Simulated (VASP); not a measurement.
# La (Im-3m) in VASP: notebook, part 2 of 2

VASP 6.6.1.

### 4 Relaxation of cell and atoms, r2SCAN, target pressure 10 GPa, at which the enthalpy is minimised

POSCAR

```
La
1.0
   -2.1238310700      2.1238310700      2.1238310700
    2.1238310700     -2.1238310700      2.1238310700
    2.1238310700      2.1238310700     -2.1238310700
La
1
Direct
    0.0000000000      0.0000000000      0.0000000000
```

INCAR.step1

```
PREC = Accurate ; ENCUT = 600
ISMEAR = -1 ; SIGMA = 0.1
LREAL = F ; LASPH = T
NELM = 80 ; GGA = PE
ALGO = Normal ; EDIFF = 1E-4
LWAVE = T ; LCHARG = F
```

INCAR.step2

```
PREC = Accurate ; ENCUT = 600
EDIFF = 1E-6 ; ISMEAR = -1
SIGMA = 0.1 ; LREAL = F
LASPH = T ; NELM = 80
ALGO = Normal ; ISIF = 3
LWAVE = F ; LCHARG = F
METAGGA = R2SCAN ; LMIXTAU = T
IBRION = 2 ; NSW = 80
EDIFFG = -0.03 ; PSTRESS = 100.0
ISTART = 1
```

KPOINTS

```
regular mesh
0
Gamma
  7 7 7
```

Potentials or basis: VASP PAW PBE potentials, release 64 (La).

The run is started by

```
cat potpaw_PBE.64/La/POTCAR > POTCAR
cp INCAR.step1 INCAR
mpirun -np 1 vasp_std > vasp.out
cp INCAR.step2 INCAR
mpirun -np 1 vasp_std > vasp.out
```

OUTCAR:

```text
PREC = Accurate
   ENCUT = 600
   EDIFF = 1E-6
   ISMEAR = -1
   LREAL = F
   LASPH = T
   NELM = 80
   ISIF = 3
   METAGGA = R2SCAN
   IBRION = 2
   NSW = 80
   EDIFFG = -0.03
   PSTRESS = 100.0
   ISTART = 1

 ion  position               nearest neighbor table
   1  0.000  0.000  0.000-

  LATTYP: Found a body centered cubic cell.
 ALAT       =     4.2476621400

  Lattice vectors:

 A1 = (  -2.1238310700,   2.1238310700,   2.1238310700)
 A2 = (   2.1238310700,  -2.1238310700,   2.1238310700)
 A3 = (   2.1238310700,   2.1238310700,  -2.1238310700)

Analysis of symmetry for initial positions (statically):
=====================================================================
 Subroutine PRICEL returns:
 Original cell was already a primitive cell.

 Routine SETGRP: Setting up the symmetry group for a
 body centered cubic supercell.

 Subroutine GETGRP returns: Found 48 space group operations
 (whereof 48 operations were pure point group operations)
 out of a pool of 48 trial point group operations.

The static configuration has the point symmetry O_h .

Analysis of symmetry for dynamics (positions and initial velocities):
=====================================================================
 Subroutine PRICEL returns:
 Original cell was already a primitive cell.

 Routine SETGRP: Setting up the symmetry group for a
 body centered cubic supercell.

 Subroutine GETGRP returns: Found 48 space group operations
 (whereof 48 operations were pure point group operations)
 out of a pool of 48 trial point group operations.

The dynamic configuration has the point symmetry O_h .

 Subroutine INISYM returns: Found 48 space group operations
 (whereof 48 operations are pure point group operations),
 and found     1 'primitive' translations

----------------------------------------------------------------------------------------

                                     Primitive cell

  volume of cell :      38.3195

[... 84 lines left out ...]
   NSW    =     80    number of steps for IOM
   IBRION =      2    ionic relax: 0-MD 1-quasi-New 2-CG
   NFREE  =      1    steps in history (QN), initial steepest desc. (CG)
   ISIF   =      3    stress and relaxation
   ISYM   =      2    0-nonsym 1-usesym 2-fastsym
   POTIM  = 0.5000    time-step for ionic-motion
   TEBEG  =    0.0;   TEEND  =   0.0 temperature during run
   PSTRESS=  100.0 pullay stress
   NELECT =      11.0000    total number of electrons
   NUPDOWN=      -1.0000    fix difference up-down
   EMIN   =  10.00;   EMAX   =-10.00  energy-range for DOS
   EFERMI =   0.00;   METHOD = LEGACY
   ISMEAR =    -1;   SIGMA  =   0.10  broadening in eV -4-tet -1-fermi 0-gaus
   EFERMI_NEDOS =   21; number of points for ismear=-14 and -15
   IALGO  =     38    algorithm
   IMIX   =      4    mixing-type and parameters
     AMIX     =   0.40;   BMIX     =  1.00
     AMIX_MAG =   1.60;   BMIX_MAG =  1.00
  volume/ion in A,a.u.               =      38.32       258.59
  Fermi-wavevector in a.u.,A,eV,Ry     =   1.079939  2.040788 15.868033  1.166268
  Thomas-Fermi vector in A             =   2.215917
   LORBIT       =      0    0 simple, 1 ext, 2 COOP (PROOUT), +10 PAW based schemes
   METAGGA = R2SCAN    functional components
   LHFCALC =     F    Hartree Fock is set to
   AEXX    =    0.0000 exact exchange contribution
   IVDW    =     0    specifies the selected vdW correction
   LEPSILON=     F    determine dielectric tensor
   LRPA    =     F    only Hartree local field effects (RPA)
 conjugate gradient relaxation of ions
 non-spin polarized calculation
  energy-cutoff  :      600.00
  volume of cell :       38.32
 maximum number of plane-waves:      1296
 NGX is ok and might be reduce to    30
   NGX = 15   NGY = 15   NGZ = 15

--------------------------------------- Ionic step        1  -------------------------------------------

 number of electron      11.0000001 magnetization

 Free energy of the ion-electron system (eV)
  ---------------------------------------------------
  ext. energy  EPLUGINS =         0.00000000
  ---------------------------------------------------
  free energy    TOTEN  =       -29.66988948 eV

  energy without entropy =      -29.58736687  energy(sigma->0) =      -29.62862817

 E-fermi :   7.7132     XC(G=0): -10.0926

 val. band max:        7.6944196924   @ k =   0.2857   0.2857   0.0000
 cond. band min:       7.7221249812   @ k =   0.1429   0.1429   0.1429
 fundamental gap:      0.0277052888
 Fermi energy:         7.7132447135

 k-point     1 :       0.0000    0.0000    0.0000
  band No.  band energies     occupation
      1     -26.4685      2.00000
      2      -9.0290      2.00000
      3      -9.0289      2.00000
      4      -9.0289      2.00000
      5       4.2996      2.00000
      6       9.3645      0.00000
      7       9.3645      0.00000
      8       9.3645      0.00000
      9       9.4272      0.00000
[... 373 lines left out ...]
--------------------------------------- Ionic step        5  -------------------------------------------

 number of electron      10.9999999 magnetization

 Free energy of the ion-electron system (eV)
  ---------------------------------------------------
  ext. energy  EPLUGINS =         0.00000000
  ---------------------------------------------------
  free energy    TOTEN  =       -29.39561648 eV

  energy without entropy =      -29.31733156  energy(sigma->0) =      -29.35647402

 E-fermi :  10.5784     XC(G=0): -11.3869

 val. band max:       10.5599265789   @ k =  -0.2857   0.2857   0.2857
 cond. band min:      10.6329024264   @ k =  -0.4286  -0.4286   0.1429
 fundamental gap:      0.0729758476
 Fermi energy:        10.5784241239

 k-point     1 :       0.0000    0.0000    0.0000
  band No.  band energies     occupation
      1     -23.3371      2.00000
      2      -5.0836      2.00000
      3      -5.0836      2.00000
      4      -5.0836      2.00000
      5       7.7712      2.00000
      6      12.4820      0.00000
      7      12.4820      0.00000
      8      12.4820      0.00000
      9      12.5906      0.00000
[... 258 lines left out ...]
  energy  without entropy=      -29.3173315619  energy(sigma->0) =      -29.35647402

  enthalpy is  TOTEN    =       -27.5816079458 eV   P V=        1.8140085347

 reached required accuracy - stopping structural energy minimisation
```

It took 6.4 min on 1 thread of Intel Xeon 8259CL, shared host; peak memory 0.2 GiB.

Results:

```yaml
Free_energy: -29.3956 eV
Relaxed_volume: 29.06 Å³/atom
Relaxed_cell: a = 3.355 Å, b = 3.355 Å, c = 3.355 Å, α = 109.47°, β = 109.47°, γ = 109.47°
Space_group_after_relaxing_to_0.1_Å: Im-3m (No. 229)
Energy_change_on_relaxing_the_run_minimises_the_enthalpy: +274.3 meV/atom
Ionic_steps: 5
Pressure_after_relaxing: 10.1 GPa
Band_gap_on_the_k_mesh: zero (an odd number of electrons rules out a gap without spin polarisation)
```

Step by step:
```csv
step,energy change (eV),largest force (eV/Å),pressure (GPa),volume (Å³)
1,0.0000,0.0000,0.25,38.32
2,0.4464,0.0000,14.52,26.79
3,0.2611,0.0000,9.27,29.28
4,0.2852,0.0000,10.36,28.89
5,0.2743,0.0000,10.10,29.06
```

Final structure:
```
CELL_PARAMETERS angstrom
-1.93685 1.93685 1.93685
1.93685 -1.93685 1.93685
1.93685 1.93685 -1.93685
ATOMIC_POSITIONS crystal
La 0.00000 0.00000 0.00000
```

Levels at points of the mesh, in eV from the Fermi level:
```tsv
k point	band 2	band 3	band 4	band 5	band 6	band 7	band 8	band 9
(0.00, 0.00, 0.00)	-15.66	-15.66	-15.66	-2.81	1.90	1.90	1.90	2.01
```

Caveat: the cell is relaxed towards a set pressure, so the run minimises the enthalpy, not the energy; the volume moved by over 15 % at a fixed basis, so the end points are rough; the PAW data sets were made with another functional, which shifts forces and pressure a little; spin-orbit coupling is left out, which moves the levels of the heavy elements.

### 5 Relaxation of cell and atoms, r2SCAN, target pressure 20 GPa, at which the enthalpy is minimised

POSCAR is that of step 4.

INCAR.step1

```
SYSTEM = La
  ALGO = Normal
  EDIFF = 1E-4
  ENCUT = 600
  GGA = PE
  ISMEAR = -1
  LASPH = .True.
  LCHARG = .False.
  LREAL = .False.
  LWAVE = .True.
  NELM = 80
  PREC = Accurate
  SIGMA = 0.1
```

INCAR.step2

```
SYSTEM = La
  ALGO = Normal
  EDIFF = 1E-6
  EDIFFG = -0.03
  ENCUT = 600
  IBRION = 2
  ISIF = 3
  ISMEAR = -1
  ISTART = 1
  LASPH = .True.
  LCHARG = .False.
  LMIXTAU = .True.
  LREAL = .False.
  LWAVE = .False.
  METAGGA = R2SCAN
  NELM = 80
  NSW = 80
  PREC = Accurate
  PSTRESS = 200.0
  SIGMA = 0.1
```

KPOINTS

```
k-points
0
Gamma
  7 7 7
  0 0 0
```

Potentials or basis: VASP PAW PBE potentials, release 64 (La).

The run is started by

```
cat potpaw_PBE.64/La/POTCAR > POTCAR
cp INCAR.step1 INCAR
mpirun -np 1 vasp_std > vasp.out
cp INCAR.step2 INCAR
mpirun -np 1 vasp_std > vasp.out
```

OUTCAR:

```text
SYSTEM = La
   EDIFF = 1E-6
   EDIFFG = -0.03
   ENCUT = 600
   IBRION = 2
   ISIF = 3
   ISMEAR = -1
   ISTART = 1
   LASPH = .True.
   LREAL = .False.
   METAGGA = R2SCAN
   NELM = 80
   NSW = 80
   PREC = Accurate
   PSTRESS = 200.0

 ion  position               nearest neighbor table
   1  0.000  0.000  0.000-

  LATTYP: Found a body centered cubic cell.
 ALAT       =     4.2476621400

  Lattice vectors:

 A1 = (  -2.1238310700,   2.1238310700,   2.1238310700)
 A2 = (   2.1238310700,  -2.1238310700,   2.1238310700)
 A3 = (   2.1238310700,   2.1238310700,  -2.1238310700)

Analysis of symmetry for initial positions (statically):
=====================================================================
 Subroutine PRICEL returns:
 Original cell was already a primitive cell.

 Routine SETGRP: Setting up the symmetry group for a
 body centered cubic supercell.

 Subroutine GETGRP returns: Found 48 space group operations
 (whereof 48 operations were pure point group operations)
 out of a pool of 48 trial point group operations.

The static configuration has the point symmetry O_h .

Analysis of symmetry for dynamics (positions and initial velocities):
=====================================================================
 Subroutine PRICEL returns:
 Original cell was already a primitive cell.

 Routine SETGRP: Setting up the symmetry group for a
 body centered cubic supercell.

 Subroutine GETGRP returns: Found 48 space group operations
 (whereof 48 operations were pure point group operations)
 out of a pool of 48 trial point group operations.

The dynamic configuration has the point symmetry O_h .

 Subroutine INISYM returns: Found 48 space group operations
 (whereof 48 operations are pure point group operations),
 and found     1 'primitive' translations

----------------------------------------------------------------------------------------

                                     Primitive cell

  volume of cell :      38.3195

  direct lattice vectors                    reciprocal lattice vectors
    -2.123831070  2.123831070  2.123831070     0.000000000  0.235423621  0.235423621
     2.123831070 -2.123831070  2.123831070     0.235423621  0.000000000  0.235423621
     2.123831070  2.123831070 -2.123831070     0.235423621  0.235423621  0.000000000

[... 85 lines left out ...]
   TEBEG  =    0.0;   TEEND  =   0.0 temperature during run
   PSTRESS=  200.0 pullay stress
   NELECT =      11.0000    total number of electrons
   NUPDOWN=      -1.0000    fix difference up-down
   EMIN   =  10.00;   EMAX   =-10.00  energy-range for DOS
   EFERMI =   0.00;   METHOD = LEGACY
   ISMEAR =    -1;   SIGMA  =   0.10  broadening in eV -4-tet -1-fermi 0-gaus
   EFERMI_NEDOS =   21; number of points for ismear=-14 and -15
   IALGO  =     38    algorithm
   IMIX   =      4    mixing-type and parameters
     AMIX     =   0.40;   BMIX     =  1.00
     AMIX_MAG =   1.60;   BMIX_MAG =  1.00
  volume/ion in A,a.u.               =      38.32       258.59
  Fermi-wavevector in a.u.,A,eV,Ry     =   1.079939  2.040788 15.868033  1.166268
  Thomas-Fermi vector in A             =   2.215917
   LORBIT       =      0    0 simple, 1 ext, 2 COOP (PROOUT), +10 PAW based schemes
   METAGGA = R2SCAN    functional components
   LHFCALC =     F    Hartree Fock is set to
   AEXX    =    0.0000 exact exchange contribution
   IVDW    =     0    specifies the selected vdW correction
   LEPSILON=     F    determine dielectric tensor
   LRPA    =     F    only Hartree local field effects (RPA)
 conjugate gradient relaxation of ions
 non-spin polarized calculation
  energy-cutoff  :      600.00
  volume of cell :       38.32
 maximum number of plane-waves:      1296
 NGX is ok and might be reduce to    30
   NGX = 15   NGY = 15   NGZ = 15

--------------------------------------- Ionic step        1  -------------------------------------------

 number of electron      11.0000001 magnetization

 Free energy of the ion-electron system (eV)
  ---------------------------------------------------
  ext. energy  EPLUGINS =         0.00000000
  ---------------------------------------------------
  free energy    TOTEN  =       -29.66988948 eV

  energy without entropy =      -29.58736687  energy(sigma->0) =      -29.62862817

 E-fermi :   7.7132     XC(G=0): -10.0926

 val. band max:        7.6944196924   @ k =   0.2857   0.2857   0.0000
 cond. band min:       7.7221249812   @ k =   0.1429   0.1429   0.1429
 fundamental gap:      0.0277052888
 Fermi energy:         7.7132447135

 k-point     1 :       0.0000    0.0000    0.0000
  band No.  band energies     occupation
      1     -26.4685      2.00000
      2      -9.0290      2.00000
      3      -9.0289      2.00000
      4      -9.0289      2.00000
      5       4.2996      2.00000
      6       9.3645      0.00000
      7       9.3645      0.00000
      8       9.3645      0.00000
      9       9.4272      0.00000
[... 373 lines left out ...]
--------------------------------------- Ionic step        5  -------------------------------------------

 number of electron      11.0000000 magnetization

 Free energy of the ion-electron system (eV)
  ---------------------------------------------------
  ext. energy  EPLUGINS =         0.00000000
  ---------------------------------------------------
  free energy    TOTEN  =       -29.00280383 eV

  energy without entropy =      -28.92886774  energy(sigma->0) =      -28.96583579

 E-fermi :  12.6036     XC(G=0): -12.2018

 val. band max:       12.5412490917   @ k =   0.1429   0.1429   0.1429
 cond. band min:      12.6414225837   @ k =   0.2857   0.1429   0.1429
 fundamental gap:      0.1001734920
 Fermi energy:        12.6036139857

 k-point     1 :       0.0000    0.0000    0.0000
  band No.  band energies     occupation
      1     -21.4380      2.00000
      2      -2.3164      2.00000
      3      -2.3164      2.00000
      4      -2.3164      2.00000
      5      10.6150      2.00000
      6      14.6230      0.00000
      7      14.6670      0.00000
      8      14.6670      0.00000
      9      14.6670      0.00000
[... 258 lines left out ...]
  energy  without entropy=      -28.9288677393  energy(sigma->0) =      -28.96583579

  enthalpy is  TOTEN    =       -25.9157533411 eV   P V=        3.0870504934

 reached required accuracy - stopping structural energy minimisation
```

Run time: 8.5 min. Hardware: 1 thread of Intel Xeon 8259CL, shared host; peak memory 0.21 GiB.

Results:

```
Free energy                                                : -29.0028 eV
Relaxed volume                                             : 24.73 Å³/atom
Relaxed cell                                               : a = 3.179 Å, b = 3.179 Å, c = 3.179 Å, α = 109.47°, β = 109.47°, γ = 109.47°
Space group after relaxing (to 0.1 Å)                      : Im-3m (No. 229)
Energy change on relaxing (the run minimises the enthalpy) : +667.1 meV/atom
Ionic steps                                                : 5
Pressure after relaxing                                    : 19.9 GPa
Band gap on the k mesh                                     : zero (an odd number of electrons rules out a gap without spin polarisation)
```

Step by step:
```csv
step,energy change (eV),largest force (eV/Å),pressure (GPa),volume (Å³)
1,0.0000,0.0000,0.25,38.32
2,2.4012,0.0000,78.56,17.64
3,0.6076,0.0000,18.68,25.22
4,0.6390,0.0000,19.38,24.96
5,0.6671,0.0000,19.90,24.73
```

Final structure:
```
CELL_PARAMETERS angstrom
-1.83536 1.83536 1.83536
1.83536 -1.83536 1.83536
1.83536 1.83536 -1.83536
ATOMIC_POSITIONS crystal
La 0.00000 0.00000 0.00000
```

Caveat: the cell is relaxed towards a set pressure, so the run minimises the enthalpy, not the energy; the volume moved by over 15 % at a fixed basis, so the end points are rough; the PAW data sets were made with another functional, which shifts forces and pressure a little; spin-orbit coupling is left out, which moves the levels of the heavy elements.

### 6 Summary

| cell | gap on the mesh (eV) | pressure (GPa) |
| --- | --- | --- |
| relaxed | none | 0.0 |
| relaxed to 5 GPa | none | 5.0 |
| relaxed to 10 GPa | none | 10.1 |
| relaxed to 20 GPa | none | 19.9 |

Alike in all rows: task relaxation of cell and atoms; level r2SCAN; potentials or basis VASP PAW PBE potentials, release 64 (La); no spin polarisation; k mesh 7 × 7 × 7; cutoff (eV) 600; smearing fermi-dirac 0.1 eV.

Caveats: the PAW data sets were made with another functional, which shifts forces and pressure a little; spin-orbit coupling is left out, which moves the levels of the heavy elements; the cell is relaxed towards a set pressure, so the run minimises the enthalpy, not the energy (at least some runs); the volume moved by over 15 % at a fixed basis, so the end points are rough (at least some runs).

Total energies depend on the potentials used, so only differences within one code and one set of settings carry meaning.
